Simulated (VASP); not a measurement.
Input of a VASP 6.6.1 run:

INCAR

```
ALGO = Normal ; EDIFF = 1E-6
ENCUT = 520 ; GGA = PE
ISIF = 2 ; ISMEAR = -1
LASPH = True ; LCHARG = True
LELF = True ; LREAL = False
LVHAR = True ; LWAVE = False
NBANDS = 16 ; NELM = 60
PREC = Accurate ; SIGMA = 0.03
```

The input KPOINTS:

```
k-points
0
Gamma
  11 11 11
```

POSCAR

```
AgCl
1.0
    0.0000000000      3.0496117332      3.0496117332
    3.0496117332      0.0000000000      3.0496117332
    3.0496117332      3.0496117332      0.0000000000
Ag Cl
1 1
Direct
    0.0000000000      0.0000000000      0.0000000000
    0.2500000000      0.2500000000      0.2500000000
```

Potentials or basis: VASP PAW PBE potentials, release 64 (Ag, Cl).

The run is started by

```sh
$ cat potpaw_PBE.64/Ag/POTCAR potpaw_PBE.64/Cl/POTCAR > POTCAR
$ mpirun -np 1 vasp_std > vasp.out
```

Question: What does it give for the band gap on the k mesh?

Answer: 1.32 eV, direct.

Question: Predict the pressure.

Answer: -0.7 GPa.

 A k mesh can miss the band edges.
